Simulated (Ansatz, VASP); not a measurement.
IrRh2: VASP beside Ansatz

INCAR

```
PREC     = Accurate       # precision mode
ENCUT    = 520            # plane-wave cutoff, eV
EDIFF    = 1E-7           # SCF threshold, eV
ISMEAR   = 0              # smearing method
SIGMA    = 0.1            # smearing width, eV
LREAL    = False          # projectors in reciprocal space
LASPH    = True           # aspherical terms in the spheres
NELM     = 80             # most SCF steps
ALGO     = Normal         # electronic algorithm
ISIF     = 2              # what is computed and relaxed
LWAVE    = False          # write WAVECAR
LCHARG   = False          # write CHGCAR
GGA      = PE             # functional
NBANDS   = 48             # bands
```

File KPOINTS:

```
regular mesh
0
Gamma
  6 6 2
```

The input POSCAR:

```
IrRh2
1.0
    2.6977066300      0.0000000000      0.0000000000
   -1.3488533100      2.3362824700      0.0000000000
    0.0000000000      0.0000000000     13.1196164000
Ir Rh
2 4
Direct
    0.6666666700      0.3333333300      0.3333333300
    0.6666666700      0.3333333300      0.6666666700
    0.6666666700      0.3333333300      0.0000000000
    0.3333333300      0.6666666700      0.8333333300
    0.3333333300      0.6666666700      0.1666666700
    0.3333333300      0.6666666700      0.5000000000
```

Input for Ansatz:

```yaml
crystal:
  lattice:
    - [2.69770663, 0.0, 0.0]
    - [-1.34885331, 2.33628247, 0.0]
    - [0.0, 0.0, 13.1196164]
  atoms:
    - { symbol: Ir, position: [0.66666667, 0.33333333, 0.33333333] }
    - { symbol: Ir, position: [0.66666667, 0.33333333, 0.66666667] }
    - { symbol: Rh, position: [0.66666667, 0.33333333, 0.0] }
    - { symbol: Rh, position: [0.33333333, 0.66666667, 0.83333333] }
    - { symbol: Rh, position: [0.33333333, 0.66666667, 0.16666667] }
    - { symbol: Rh, position: [0.33333333, 0.66666667, 0.5] }
basis:
  ecutwfc: 420
kpoints:
  mp_grid: { grid: [6, 6, 2] }
hamiltonian:
  xc: pbe
scf:
  occupations: { method: gaussian, width: 0.1 }
  lower_state_search: "off"
output:
  forces: true
  stress: true
  eigenvalues: true
```

Alike in both runs: task single point; functional PBE; k mesh 6 × 6 × 2; occupations gaussian, width 0.1 eV; no spin polarisation.

|  | VASP | Ansatz |
| --- | --- | --- |
| version | VASP 6.6.1 | Ansatz 0.2.0 |
| potentials or method | VASP PAW PBE potentials, release 64 (Ir, Rh_pv), cutoff 520 eV | scalar-relativistic, plane waves, PAW |
| valence electrons in the cell | 78 | 102 |

Ansatz gave:

* gap on the k mesh at the Fermi level (eV): none
* pressure (GPa): 10.7
* traceless stress, the component that is largest in VASP (GPa): -5.76
* rms of the force components (eV/Å): 0.065

Question: Which values does VASP return?

Answer: gap on the k mesh at the Fermi level (eV): none; pressure (GPa): 11.0; traceless stress, the component that is largest in VASP (GPa): -5.71; rms of the force components (eV/Å): 0.061.

Atom by atom the forces differ by 0.008 eV/Å (rms over components). A gap of «none» marks a metal or a gap that the smearing closes. The functional is the same, so the differences come from potentials, cutoffs and numerics. VASP's potentials hold 78 valence electrons a cell and Ansatz's 102, so a difference there can come from the potentials and not from the codes.

The k mesh is coarse, so the values compare programs but aren't converged. Spin-orbit coupling is off throughout.
